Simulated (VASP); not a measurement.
# CdI2 (P-3m1) in VASP: single point with PBE0

Aim: the single point of CdI2 with PBE0.

Program: VASP 6.6.1. These are calculated values, not measurements. Logs are shortened: lines on timing, memory, paths and dates and some standing lists are left out, and cuts for length are marked.

## 1. The cell of the first run

Symmetry: P-3m1, No. 164, trigonal system. The conventional cell has a = 4.248 Å, b = 4.248 Å, c = 6.884 Å, α = 90.00°, β = 90.00°, γ = 120.00°. Cd (site symmetry -3m) has 6 I at 2.99 Å within 3.9 Å. Within 3.9 Å of I (site symmetry 3m) lie 3 Cd at 2.99 Å.

## 2. Single point, PBE0

POSCAR

```
CdI2
1.0
    4.2483568959      0.0000000000      0.0000000000
   -2.1241784480      3.6791849962      0.0000000000
    0.0000000000      0.0000000000      6.8844152426
Cd I
1 2
Direct
    0.0000000000      0.0000000000      0.0000000000
    0.3333333333      0.6666666667      0.2495592317
    0.6666666667      0.3333333333      0.7504407683
```

INCAR.step1

```
SYSTEM = CdI2
ALGO     = Normal         ! electronic algorithm
EDIFF    = 1E-5           ! SCF threshold, eV
ENCUT    = 400            ! plane-wave cutoff, eV
GGA      = PE             ! functional
GGA_COMPAT= .FALSE.      
ISIF     = 2              ! what is computed and relaxed
ISMEAR   = 0              ! smearing method
KPAR     = 4            
LASPH    = .TRUE.         ! aspherical terms in the spheres
LREAL    = .FALSE.        ! projectors in reciprocal space
LWAVE    = .TRUE.         ! write WAVECAR
NBANDS   = 20             ! bands
NELM     = 120            ! most SCF steps
PREC     = Accurate       ! precision mode
SIGMA    = 0.01           ! smearing width, eV
```

INCAR.step2

```
SYSTEM = CdI2
AEXX     = 0.25           ! exact-exchange fraction
ALGO     = Normal         ! electronic algorithm
EDIFF    = 1E-6           ! SCF threshold, eV
ENCUT    = 400            ! plane-wave cutoff, eV
GGA      = PE             ! functional
GGA_COMPAT= .FALSE.      
ISIF     = 2              ! what is computed and relaxed
ISMEAR   = 0              ! smearing method
ISTART   = 1            
KPAR     = 4            
LASPH    = .TRUE.         ! aspherical terms in the spheres
LCHARG   = .TRUE.         ! write CHGCAR
LHFCALC  = .TRUE.         ! exact exchange
LREAL    = .FALSE.        ! projectors in reciprocal space
LVHAR    = .TRUE.       
LWAVE    = .FALSE.        ! write WAVECAR
NBANDS   = 20             ! bands
NELM     = 120            ! most SCF steps
PREC     = Accurate       ! precision mode
PRECFOCK = Normal       
SIGMA    = 0.01           ! smearing width, eV
```

KPOINTS

```
k-points
0
G
  6 6 4
  0 0 0
```

Potentials or basis: VASP PAW PBE potentials, release 64 (Cd, I).

Launch:

```sh
$ cat potpaw_PBE.64/Cd/POTCAR potpaw_PBE.64/I/POTCAR > POTCAR
$ cp INCAR.step1 INCAR
$ mpirun -np 4 vasp_std > vasp.out
$ cp INCAR.step2 INCAR
$ mpirun -np 4 vasp_std > vasp.out
```

OUTCAR:

```text
SYSTEM = CdI2
   AEXX = 0.25
   EDIFF = 1E-6
   ENCUT = 400
   GGA = PE
   ISIF = 2
   ISMEAR = 0
   ISTART = 1
   LASPH = .TRUE.
   LHFCALC = .TRUE.
   LREAL = .FALSE.
   NELM = 120
   PREC = Accurate
   PRECFOCK = Normal

 ion  position               nearest neighbor table
   1  0.000  0.000  0.000-   2 2.99   3 2.99   3 2.99   2 2.99   3 2.99   2 2.99
   2  0.333  0.667  0.250-   1 2.99   1 2.99   1 2.99
   3  0.667  0.333  0.750-   1 2.99   1 2.99   1 2.99

  LATTYP: Found a hexagonal cell.
 ALAT       =     4.2483568959
 C/A-ratio  =     1.6204889117

  Lattice vectors:

 A1 = (   4.2483568959,   0.0000000000,   0.0000000000)
 A2 = (  -2.1241784480,   3.6791849962,   0.0000000000)
 A3 = (   0.0000000000,   0.0000000000,   6.8844152426)

Analysis of symmetry for initial positions (statically):
=====================================================================
 Subroutine PRICEL returns:
 Original cell was already a primitive cell.

 Routine SETGRP: Setting up the symmetry group for a
 hexagonal supercell.

 Subroutine GETGRP returns: Found 12 space group operations
 (whereof 12 operations were pure point group operations)
 out of a pool of 24 trial point group operations.

The static configuration has the point symmetry D_3d.

Analysis of symmetry for dynamics (positions and initial velocities):
=====================================================================
 Subroutine PRICEL returns:
 Original cell was already a primitive cell.

 Routine SETGRP: Setting up the symmetry group for a
 hexagonal supercell.

 Subroutine GETGRP returns: Found 12 space group operations
 (whereof 12 operations were pure point group operations)
 out of a pool of 24 trial point group operations.

The dynamic configuration has the point symmetry D_3d.

 Subroutine INISYM returns: Found 12 space group operations
 (whereof 12 operations are pure point group operations),
 and found     1 'primitive' translations

----------------------------------------------------------------------------------------

                                     Primitive cell

  volume of cell :     107.6068

  direct lattice vectors                    reciprocal lattice vectors
     4.248356896  0.000000000  0.000000000     0.235385121  0.135899663  0.000000000
    -2.124178448  3.679184996  0.000000000     0.000000000  0.271799325  0.000000000
     0.000000000  0.000000000  6.884415243     0.000000000  0.000000000  0.145255619

  length of vectors
     4.248356896  4.248356896  6.884415243     0.271799325  0.271799325  0.145255619

  position of ions in fractional coordinates (direct lattice)
     0.000000000  0.000000000  0.000000000
     0.333333333  0.666666667  0.249559232
     0.666666667  0.333333333  0.750440768

  ion indices of the primitive-cell ions
   primitive index   ion index
                 1           1
                 2           2
                 3           3

----------------------------------------------------------------------------------------

 KPOINTS: k-points

Automatic generation of k-mesh.
 Grid dimensions read from file:
 generate k-points for:    6    6    4

 Generating k-lattice:

  Cartesian coordinates                     Fractional coordinates (reciprocal lattice)
     0.039230853  0.022649944  0.000000000     0.166666667  0.000000000  0.000000000
     0.000000000  0.045299888  0.000000000     0.000000000  0.166666667  0.000000000
     0.000000000  0.000000000  0.036313905     0.000000000  0.000000000  0.250000000

  Length of vectors
     0.045299888  0.045299888  0.036313905

  Shift w.r.t. Gamma in fractional coordinates (k-lattice)
     0.000000000  0.000000000  0.000000000

 Subroutine IBZKPT returns following result:
 ===========================================

 Found     24 irreducible k-points:

 Following reciprocal coordinates:
            Coordinates               Weight
  0.000000  0.000000  0.000000      1.000000
  0.166667 -0.000000  0.000000      6.000000
  0.333333 -0.000000  0.000000      6.000000
  0.500000 -0.000000  0.000000      3.000000
  0.166667  0.166667  0.000000      6.000000
  0.333333  0.166667  0.000000     12.000000
[... 16 lines left out ...]
  0.333333  0.166667  0.500000     12.000000
  0.333333  0.333333  0.500000      2.000000
   k-points           NKPTS =     24   k-points in BZ     NKDIM =    144   number of bands    NBANDS=     20
   number of dos      NEDOS =    301   number of ions     NIONS =      3
   total plane-waves  NPLWV =  37632
   dimension x,y,z NGX =    28 NGY =   28 NGZ =   48
   dimension x,y,z NGXF=    56 NGYF=   56 NGZF=   96
   ions per type =               1   2
   NGX,Y,Z   is equivalent  to a cutoff of  10.96, 10.96, 11.59 a.u.
   NGXF,Y,Z  is equivalent  to a cutoff of  21.91, 21.91, 23.18 a.u.
 SYSTEM =  CdI2
   PREC   = accura    normal or accurate (medium, high low for compatibility)
   ISTART =      1    job   : 0-new  1-cont  2-samecut
   ICHARG =      0    charge: 1-file 2-atom 10-const
   ISPIN  =      1    spin polarized calculation?
   LNONCOLLINEAR =      F non collinear calculations
   LSORBIT =      F    spin-orbit coupling
   LASPH  =      T    aspherical Exc in radial PAW
   ENCUT  =  400.0 eV  29.40 Ry    5.42 a.u.   6.93  6.93 11.23*2*pi/ulx,y,z
   NELM   =    120;   NELMIN=  2; NELMDL=  0     # of ELM steps
   EDIFF  = 0.1E-05   stopping-criterion for ELM
   LREAL  =      F    real-space projection
   EDIFFG = 0.1E-04   stopping-criterion for IOM
   NSW    =      0    number of steps for IOM
   IBRION =     -1    ionic relax: 0-MD 1-quasi-New 2-CG
   NFREE  =      0    steps in history (QN), initial steepest desc. (CG)
   ISIF   =      2    stress and relaxation
   ISYM   =      3    0-nonsym 1-usesym 2-fastsym
   POTIM  = 0.5000    time-step for ionic-motion
   TEBEG  =    0.0;   TEEND  =   0.0 temperature during run
   PSTRESS=    0.0 pullay stress
   NELECT =      26.0000    total number of electrons
   NUPDOWN=      -1.0000    fix difference up-down
   EMIN   =  10.00;   EMAX   =-10.00  energy-range for DOS
   EFERMI =   0.00;   METHOD = LEGACY
   ISMEAR =     0;   SIGMA  =   0.01  broadening in eV -4-tet -1-fermi 0-gaus
   EFERMI_NEDOS =   21; number of points for ismear=-14 and -15
   IALGO  =     38    algorithm
   IMIX   =      1    mixing-type and parameters
     AMIX     =   0.40;   BMIX     =  1.00
     AMIX_MAG =   1.60;   BMIX_MAG =  1.00
  volume/ion in A,a.u.               =      35.87       242.06
  Fermi-wavevector in a.u.,A,eV,Ry     =   1.019654  1.926866 14.145893  1.039694
  Thomas-Fermi vector in A             =   2.153180
   LORBIT       =      0    0 simple, 1 ext, 2 COOP (PROOUT), +10 PAW based schemes
   GGA     = PE    functional components
   LHFCALC =     T    Hartree Fock is set to
   PRECFOCK=normal    Normal, Fast or Accurate (Low or Medium for compatibility)
   ENCUT4O =  -1.0   cutoff for four orbital integrals eV
   NKREDX  =     1    reduce k-point grid by
   NKREDY  =     1    reduce k-point grid by
   NKREDZ  =     1    reduce k-point grid by
   AEXX    =    0.2500 exact exchange contribution
   HFSCREEN=    0.0000 screening length (either q_TF or 0.3 A-1)
   HFSCREENC=   0.0000 screening length for correlation (either q_TF or 0.3 A-1)
   ENCUTFOCK=  -1.0 apply spherical cutoff to Coloumb kernel
   IVDW    =     0    specifies the selected vdW correction
   LEPSILON=     F    determine dielectric tensor
   LRPA    =     F    only Hartree local field effects (RPA)
 non-spin polarized calculation
 Gauss-broadening in eV      SIGMA  =   0.01
  energy-cutoff  :      400.00
  volume of cell :      107.61
 maximum number of plane-waves:      1971
  NGX = 24; NGY = 24; NGZ = 36

 number of electron      26.0000012 magnetization

 Free energy of the ion-electron system (eV)
  ---------------------------------------------------
  ext. energy  EPLUGINS =         0.00000000
  ---------------------------------------------------
  free energy    TOTEN  =        -7.75669994 eV

  energy without entropy =       -7.75669994  energy(sigma->0) =       -7.75669994

 E-fermi :   0.9968     XC(G=0):  -6.7611

 val. band max:        0.9432022218   @ k =   0.1667  -0.0000   0.2500
 cond. band min:       4.9766937111   @ k =   0.5000  -0.0000   0.5000
 fundamental gap:      4.0334914893
 Fermi energy:         0.9968412557

 k-point     1 :       0.0000    0.0000    0.0000
  band No.  band energies     occupation
      1     -12.2514      2.00000
      2     -11.4635      2.00000
      3      -7.9651      2.00000
      4      -7.9651      2.00000
      5      -7.8206      2.00000
      6      -7.7485      2.00000
[... 12 lines left out ...]
     19      11.9166      0.00000
     20      11.9521      0.00000

 k-point     2 :       0.1667   -0.0000    0.0000
  band No.  band energies     occupation
      1     -12.1029      2.00000
      2     -11.4499      2.00000
      3      -7.9487      2.00000
      4      -7.8867      2.00000
      5      -7.7955      2.00000
      6      -7.7530      2.00000
[... 12 lines left out ...]
     19      10.8930      0.00000
     20      11.9501      0.00000

 k-point     3 :       0.3333   -0.0000    0.0000
  band No.  band energies     occupation
      1     -11.7613      2.00000
      2     -11.4350      2.00000
      3      -7.9314      2.00000
      4      -7.8214      2.00000
      5      -7.7468      2.00000
      6      -7.7120      2.00000
[... 12 lines left out ...]
     19      11.2730      0.00000
     20      11.9236      0.00000

 k-point     4 :       0.5000   -0.0000    0.0000
  band No.  band energies     occupation
      1     -11.5051      2.00000
      2     -11.4917      2.00000
      3      -7.9299      2.00000
      4      -7.8307      2.00000
      5      -7.7333      2.00000
      6      -7.6883      2.00000
[... 429 lines left out ...]
 k-point    23 :       0.3333    0.1667    0.5000
  band No.  band energies     occupation
      1     -11.5356      2.00000
      2     -11.4586      2.00000
      3      -7.8764      2.00000
      4      -7.8050      2.00000
      5      -7.7339      2.00000
      6      -7.7032      2.00000
[... 12 lines left out ...]
     19      10.9409      0.00000
     20      12.2529      0.00000

 k-point    24 :       0.3333    0.3333    0.5000
  band No.  band energies     occupation
      1     -11.4468      2.00000
      2     -11.4468      2.00000
      3      -7.7743      2.00000
      4      -7.7743      2.00000
      5      -7.7189      2.00000
      6      -7.6937      2.00000
[... 12 lines left out ...]
     19      11.7539      0.00000
     20      11.7540      0.00000

------------------------ aborting loop because EDIFF is reached ----------------------------------------

  FORCE on cell =-STRESS in cart. coord.  units (eV):
  Direction    XX          YY          ZZ          XY          YZ          ZX
  --------------------------------------------------------------------------------------
  -------------------------------------------------------------------------------------
  Total        0.3752659      0.3752659      0.3291009     -0.0000000      0.0000000      0.0000000
  in kB        5.5874034      5.5874034      4.9000440     -0.0000000      0.0000000      0.0000000
  external PRESSURE =       5.3582836 kB  Pullay stress =       0.0000000 kB

 VOLUME and BASIS-vectors are now :
 -----------------------------------------------------------------------------
  energy-cutoff  :      400.00
  volume of cell :      107.61
      direct lattice vectors                 reciprocal lattice vectors
     4.248356896  0.000000000  0.000000000     0.235385121  0.135899663  0.000000000
    -2.124178448  3.679184996  0.000000000     0.000000000  0.271799325  0.000000000
     0.000000000  0.000000000  6.884415243     0.000000000  0.000000000  0.145255619

 POSITION                                       TOTAL-FORCE (eV/Angst)
 -----------------------------------------------------------------------------------
      0.00000      0.00000      0.00000         0.000000      0.000000      0.000000
     -0.00000      2.45279      1.71807         0.000000     -0.000000     -0.068304
      2.12418      1.22639      5.16635        -0.000000      0.000000      0.068304
 -----------------------------------------------------------------------------------
    total drift:                               -0.000000     -0.000000     -0.000000

  FREE ENERGIE OF THE ION-ELECTRON SYSTEM (eV)
  ---------------------------------------------------
  free  energy   TOTEN  =        -7.7566999351 eV

  energy  without entropy=       -7.7566999351  energy(sigma->0) =       -7.75669994
```

Run time: 16 min. Hardware: 4 MPI ranks of Intel Xeon 6975P-C (Granite Rapids), shared host; peak memory 0.23 GiB.

Results:

```yaml
Free_energy: -7.7567 eV
Pressure: 0.5 GPa
Largest_force: 0.068 eV/Å
Band_gap_on_the_k_mesh: 4.03 eV (least direct gap 4.28 eV)
```

Forces on the atoms (eV/Å):
```
Cd   0.000  0.000  0.000
I    0.000  0.000 -0.068
I    0.000  0.000  0.068
```

Caveat: the PAW data sets were made with another functional, which shifts forces and pressure a little; spin-orbit coupling is left out, which moves the levels of the heavy elements; this functional lacks dispersion, which binds layers or chains, so the pressure and a relaxed spacing across them are unreliable. A k mesh can miss the band edges.
